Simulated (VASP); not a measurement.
# Ru (Fm-3m) in VASP: further runs, part 2 of 2

VASP 6.6.1. Earlier steps stand in the parts before.

## Step 4: Single point, PBE (volume scaled by 1.03)

Contents of INCAR:

```
ALGO     = Normal         # electronic algorithm
EDIFF    = 1E-7           # SCF threshold, eV
ENCUT    = 520            # plane-wave cutoff, eV
GGA      = PE             # functional
ISIF     = 2              # what is computed and relaxed
ISMEAR   = -1             # smearing method
LASPH    = True           # aspherical terms in the spheres
LCHARG   = False          # write CHGCAR
LREAL    = False          # projectors in reciprocal space
LWAVE    = False          # write WAVECAR
NBANDS   = 13             # bands
NELM     = 80             # most SCF steps
PREC     = Accurate       # precision mode
SIGMA    = 0.05           # smearing width, eV
```

Contents of KPOINTS:

```
k-points
0
Gamma
  16 16 16
```

Contents of POSCAR:

```
Ru
1.0
    0.0000000000      1.9339616292      1.9339616292
    1.9339616292      0.0000000000      1.9339616292
    1.9339616292      1.9339616292      0.0000000000
Ru
1
Direct
    0.0000000000      0.0000000000      0.0000000000
```

Potentials or basis: VASP PAW PBE potentials, release 64 (Ru_pv).

Launch:

```console
> cat potpaw_PBE.64/Ru_pv/POTCAR > POTCAR
> mpirun -np 1 vasp_std > vasp.out
```

OUTCAR:

```text
EDIFF = 1E-7
   ENCUT = 520
   GGA = PE
   ISIF = 2
   ISMEAR = -1
   LASPH = True
   LREAL = False
   NELM = 80
   PREC = Accurate

 ion  position               nearest neighbor table
   1  0.000  0.000  0.000-

  LATTYP: Found a face centered cubic cell.
 ALAT       =     3.8679232584

  Lattice vectors:

 A1 = (   0.0000000000,   1.9339616292,   1.9339616292)
 A2 = (   1.9339616292,   0.0000000000,   1.9339616292)
 A3 = (   1.9339616292,   1.9339616292,   0.0000000000)

Analysis of symmetry for initial positions (statically):
=====================================================================
 Subroutine PRICEL returns:
 Original cell was already a primitive cell.

 Routine SETGRP: Setting up the symmetry group for a
 face centered cubic supercell.

 Subroutine GETGRP returns: Found 48 space group operations
 (whereof 48 operations were pure point group operations)
 out of a pool of 48 trial point group operations.

The static configuration has the point symmetry O_h .

Analysis of symmetry for dynamics (positions and initial velocities):
=====================================================================
 Subroutine PRICEL returns:
 Original cell was already a primitive cell.

 Routine SETGRP: Setting up the symmetry group for a
 face centered cubic supercell.

 Subroutine GETGRP returns: Found 48 space group operations
 (whereof 48 operations were pure point group operations)
 out of a pool of 48 trial point group operations.

The dynamic configuration has the point symmetry O_h .

 Subroutine INISYM returns: Found 48 space group operations
 (whereof 48 operations are pure point group operations),
 and found     1 'primitive' translations

----------------------------------------------------------------------------------------

                                     Primitive cell

  volume of cell :      14.4668

  direct lattice vectors                    reciprocal lattice vectors
     0.000000000  1.933961629  1.933961629    -0.258536670  0.258536670  0.258536670
     1.933961629  0.000000000  1.933961629     0.258536670 -0.258536670  0.258536670
     1.933961629  1.933961629  0.000000000     0.258536670  0.258536670 -0.258536670

  length of vectors
     2.735034765  2.735034765  2.735034765     0.447798648  0.447798648  0.447798648

  position of ions in fractional coordinates (direct lattice)
     0.000000000  0.000000000  0.000000000

  ion indices of the primitive-cell ions
   primitive index   ion index
                 1           1

----------------------------------------------------------------------------------------

 KPOINTS: k-points

Automatic generation of k-mesh.
 Grid dimensions read from file:
 generate k-points for:   16   16   16

 Generating k-lattice:

  Cartesian coordinates                     Fractional coordinates (reciprocal lattice)
    -0.016158542  0.016158542  0.016158542     0.062500000  0.000000000  0.000000000
     0.016158542 -0.016158542  0.016158542     0.000000000  0.062500000  0.000000000
     0.016158542  0.016158542 -0.016158542     0.000000000  0.000000000  0.062500000

  Length of vectors
     0.027987416  0.027987416  0.027987416

  Shift w.r.t. Gamma in fractional coordinates (k-lattice)
     0.000000000  0.000000000  0.000000000

 Subroutine IBZKPT returns following result:
 ===========================================

 Found    145 irreducible k-points:

 Following reciprocal coordinates:
            Coordinates               Weight
  0.000000  0.000000  0.000000      1.000000
  0.062500  0.000000  0.000000      8.000000
  0.125000  0.000000  0.000000      8.000000
  0.187500  0.000000  0.000000      8.000000
  0.250000  0.000000  0.000000      8.000000
  0.312500  0.000000  0.000000      8.000000
[... 16 lines left out ...]
 -0.125000  0.062500  0.000000     24.000000
 -0.062500  0.062500  0.000000     12.000000
 [... further k-points ...]
   k-points           NKPTS =    145   k-points in BZ     NKDIM =    145   number of bands    NBANDS=     13
   number of dos      NEDOS =    301   number of ions     NIONS =      1
   total plane-waves  NPLWV =   8000
   dimension x,y,z NGX =    20 NGY =   20 NGZ =   20
   dimension x,y,z NGXF=    40 NGYF=   40 NGZF=   40
   ions per type =               1
   NGX,Y,Z   is equivalent  to a cutoff of  12.16, 12.16, 12.16 a.u.
   NGXF,Y,Z  is equivalent  to a cutoff of  24.31, 24.31, 24.31 a.u.
 SYSTEM =  unknown system
   PREC   = accura    normal or accurate (medium, high low for compatibility)
   ISTART =      0    job   : 0-new  1-cont  2-samecut
   ICHARG =      2    charge: 1-file 2-atom 10-const
   ISPIN  =      1    spin polarized calculation?
   LNONCOLLINEAR =      F non collinear calculations
   LSORBIT =      F    spin-orbit coupling
   LASPH  =      T    aspherical Exc in radial PAW
   ENCUT  =  520.0 eV  38.22 Ry    6.18 a.u.   5.09  5.09  5.09*2*pi/ulx,y,z
   NELM   =     80;   NELMIN=  2; NELMDL= -5     # of ELM steps
   EDIFF  = 0.1E-06   stopping-criterion for ELM
   LREAL  =      F    real-space projection
   EDIFFG = 0.1E-05   stopping-criterion for IOM
   NSW    =      0    number of steps for IOM
   IBRION =     -1    ionic relax: 0-MD 1-quasi-New 2-CG
   NFREE  =      0    steps in history (QN), initial steepest desc. (CG)
   ISIF   =      2    stress and relaxation
   ISYM   =      2    0-nonsym 1-usesym 2-fastsym
   POTIM  = 0.5000    time-step for ionic-motion
   TEBEG  =    0.0;   TEEND  =   0.0 temperature during run
   PSTRESS=    0.0 pullay stress
   NELECT =      14.0000    total number of electrons
   NUPDOWN=      -1.0000    fix difference up-down
   EMIN   =  10.00;   EMAX   =-10.00  energy-range for DOS
   EFERMI =   0.00;   METHOD = LEGACY
   ISMEAR =    -1;   SIGMA  =   0.05  broadening in eV -4-tet -1-fermi 0-gaus
   EFERMI_NEDOS =   21; number of points for ismear=-14 and -15
   IALGO  =     38    algorithm
   IMIX   =      4    mixing-type and parameters
     AMIX     =   0.40;   BMIX     =  1.00
     AMIX_MAG =   1.60;   BMIX_MAG =  1.00
  volume/ion in A,a.u.               =      14.47        97.63
  Fermi-wavevector in a.u.,A,eV,Ry     =   1.619296  3.060026 35.676116  2.622121
  Thomas-Fermi vector in A             =   2.713420
   LORBIT       =      0    0 simple, 1 ext, 2 COOP (PROOUT), +10 PAW based schemes
   GGA     = PE    functional components
   LHFCALC =     F    Hartree Fock is set to
   AEXX    =    0.0000 exact exchange contribution
   IVDW    =     0    specifies the selected vdW correction
   LEPSILON=     F    determine dielectric tensor
   LRPA    =     F    only Hartree local field effects (RPA)
 non-spin polarized calculation
  energy-cutoff  :      520.00
  volume of cell :       14.47
 maximum number of plane-waves:       399
   NGX = 11   NGY = 11   NGZ = 11

 number of electron      13.9999993 magnetization

 Free energy of the ion-electron system (eV)
  ---------------------------------------------------
  ext. energy  EPLUGINS =         0.00000000
  ---------------------------------------------------
  free energy    TOTEN  =        -9.09931139 eV

  energy without entropy =       -9.08899356  energy(sigma->0) =       -9.09415248

 E-fermi :  11.6679     XC(G=0): -13.7279

 val. band max:       11.6669509841   @ k =   0.2500   0.0000   0.0000
 cond. band min:      11.6825856384   @ k =   0.5000   0.0625   0.0000
 fundamental gap:      0.0156346543
 Fermi energy:        11.6679363909

 k-point     1 :       0.0000    0.0000    0.0000
  band No.  band energies     occupation
      1     -30.7857      2.00000
      2     -30.7857      2.00000
      3     -30.7857      2.00000
      4       4.1032      2.00000
      5       9.2870      2.00000
      6       9.2870      2.00000
      7       9.2870      2.00000
      8      11.5075      1.92235
      9      11.5075      1.92235
     10      22.2466      0.00000
     11      26.7191      0.00000
     12      32.1178      0.00000
     13      32.1178      0.00000

 k-point     2 :       0.0625    0.0000    0.0000
  band No.  band energies     occupation
      1     -30.8199      2.00000
      2     -30.7902      2.00000
      3     -30.7902      2.00000
      4       4.2598      2.00000
      5       9.2086      2.00000
      6       9.3514      2.00000
      7       9.3514      2.00000
      8      11.4681      1.96388
      9      11.4681      1.96388
     10      22.2466      0.00000
     11      26.9707      0.00000
[... 339 lines left out ...]
 k-point    24 :      -0.0625    0.0625    0.0000
  band No.  band energies     occupation
      1     -30.8679      2.00000
      2     -30.8102      2.00000
      3     -30.7919      2.00000
      4       4.5133      2.00000
      5       9.0646      2.00000
      6       9.4400      2.00000
      7       9.4884      2.00000
      8      11.2983      1.99877
      9      11.5304      1.87988
     10      22.2465      0.00000
     11      27.3659      0.00000
     12      30.5633      0.00000
     13      32.2598      0.00000

 [... further k-points ...]
[... 5 lines left out ...]
  --------------------------------------------------------------------------------------
  -------------------------------------------------------------------------------------
  Total       -1.1159159     -1.1159159     -1.1159159      0.0000000      0.0000000      0.0000000
  in kB     -123.5857738   -123.5857738   -123.5857738      0.0000000      0.0000000      0.0000000
  external PRESSURE =    -123.5857738 kB  Pullay stress =       0.0000000 kB

 VOLUME and BASIS-vectors are now :
 -----------------------------------------------------------------------------
  energy-cutoff  :      520.00
  volume of cell :       14.47
      direct lattice vectors                 reciprocal lattice vectors
     0.000000000  1.933961629  1.933961629    -0.258536670  0.258536670  0.258536670
     1.933961629  0.000000000  1.933961629     0.258536670 -0.258536670  0.258536670
     1.933961629  1.933961629  0.000000000     0.258536670  0.258536670 -0.258536670

 POSITION                                       TOTAL-FORCE (eV/Angst)
 -----------------------------------------------------------------------------------
      0.00000      0.00000      0.00000         0.000000      0.000000      0.000000
 -----------------------------------------------------------------------------------
    total drift:                               -0.000000     -0.000000      0.000000

  FREE ENERGIE OF THE ION-ELECTRON SYSTEM (eV)
  ---------------------------------------------------
  free  energy   TOTEN  =        -9.0993113916 eV

  energy  without entropy=       -9.0889935586  energy(sigma->0) =       -9.09415248
```

It took 13 s on 1 thread of AMD EPYC 9R45 (Zen 5), shared host; peak memory 0.11 GiB.

What came out:

| Item | Value |
| --- | --- |
| Free energy | -9.0993 eV |
| Pressure | -12.4 GPa |
| Band gap on the k mesh | zero (band 7 reaches 13.66 eV, above the bottom of band 8 at 10.42 eV) |

Levels at points of the mesh, in eV from the Fermi level:
```tsv
k point	band 3	band 4	band 5	band 6	band 7	band 8	band 9	band 10	band 11	band 12
(0.00, 0.00, 0.00)	-42.45	-7.56	-2.38	-2.38	-2.38	-0.16	-0.16	10.58	15.05	20.45
(0.50, 0.00, 0.00)	-42.57	-5.64	-2.49	-2.49	0.96	1.53	1.53	9.28	10.58	14.63
(0.50, 0.50, 0.00)	-42.77	-5.87	-5.42	1.49	1.99	1.99	3.44	10.58	12.78	13.01
```

## Step 5: Single point, PBE (volume scaled by 1.06)

Contents of INCAR:

```
SYSTEM = Ru
PREC = Accurate
ENCUT = 520
EDIFF = 1E-6
ISMEAR = -1
SIGMA = 0.05
LREAL = .False.
LASPH = .True.
NELM = 100
ALGO = Normal
ISIF = 2
LWAVE = .False.
LCHARG = .True.
GGA = PE
LELF = .True.
LVHAR = .True.
NBANDS = 13
```

Contents of KPOINTS:

```
regular mesh
0
Gamma
  16 16 16
  0 0 0
```

Contents of POSCAR:

```
Ru
1.0
    0.0000000000      1.9525585549      1.9525585549
    1.9525585549      0.0000000000      1.9525585549
    1.9525585549      1.9525585549      0.0000000000
Ru
1
Direct
    0.0000000000      0.0000000000      0.0000000000
```

Launch:

```console
> cat potpaw_PBE.64/Ru_pv/POTCAR > POTCAR
> mpirun -np 1 vasp_std > vasp.out
```

Run time: 20 s. Hardware: 1 thread of AMD EPYC 9R45 (Zen 5), shared host; peak memory 0.13 GiB.

The run converged. Its results:

* Free energy: -9.0583 eV
* Pressure: -18.9 GPa
* Band gap on the k mesh: zero (band 7 reaches 13.08 eV, above the bottom of band 8 at 9.99 eV)

Levels at points of the mesh, in eV from the Fermi level:
| k point | band 3 | band 4 | band 5 | band 6 | band 7 | band 8 | band 9 | band 10 | band 11 | band 12 |
| --- | --- | --- | --- | --- | --- | --- | --- | --- | --- | --- |
| (0.00, 0.00, 0.00) | -42.45 | -7.39 | -2.28 | -2.28 | -2.28 | -0.16 | -0.16 | 10.62 | 15.05 | 20.30 |
| (0.50, 0.00, 0.00) | -42.55 | -5.44 | -2.38 | -2.38 | 0.95 | 1.46 | 1.46 | 8.95 | 10.62 | 14.62 |
| (0.50, 0.50, 0.00) | -42.73 | -5.63 | -5.20 | 1.42 | 1.90 | 1.90 | 3.37 | 10.62 | 12.38 | 12.82 |

## Step 6: Summary

```tsv
cell	gap on the mesh (eV)	pressure (GPa)
a = 2.653 Å, angles 60.0°, 1 atom	none	15.8
a = 2.681 Å, angles 60.0°, 1 atom	none	4.8
a = 2.735 Å, angles 60.0°, 1 atom	none	-12.4
a = 2.761 Å, angles 60.0°, 1 atom	none	-18.9
```

Alike in all rows: task single point; level PBE; potentials or basis VASP PAW PBE potentials, release 64 (Ru_pv); no spin polarisation; k mesh 16 × 16 × 16; cutoff (eV) 520; smearing fermi-dirac 0.05 eV.

Absolute energies hang on the potentials; compare differences alone.
